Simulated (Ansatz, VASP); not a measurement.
## One calculation of BaRe, two programs

```
Ba Re
1.0
     3.75332    0.00000    0.00000
     0.00000    3.75332    0.00000
     0.00000    0.00000    3.75332
Ba Re
1 1
Direct
  0.00000 0.00000 0.00000
  0.50000 0.50000 0.50000
```

Alike in both runs: task single point; functional r2SCAN; k mesh 10 × 10 × 10; occupations gaussian, width 0.05 eV; no spin polarisation.

```csv
,VASP,Ansatz
version,VASP 6.6.1,Ansatz 0.2.0
potentials or method,"VASP PAW PBE potentials, release 64 (Ba_sv, Re), cutoff 520 eV","scalar-relativistic, plane waves, PAW"
valence electrons in the cell,17,25
```

```tsv
	VASP	Ansatz	Ansatz less VASP
gap on the k mesh at the Fermi level (eV)	none	none	-
pressure (GPa)	-0.1	-1.7	-1.53
```

VASP's potentials were made for PBE, not for r2SCAN. A gap of «none» marks a metal or a gap that the smearing closes. VASP's potentials hold 17 valence electrons a cell and Ansatz's 25, so a difference there can come from the potentials and not from the codes.

Spin-orbit coupling is off throughout.
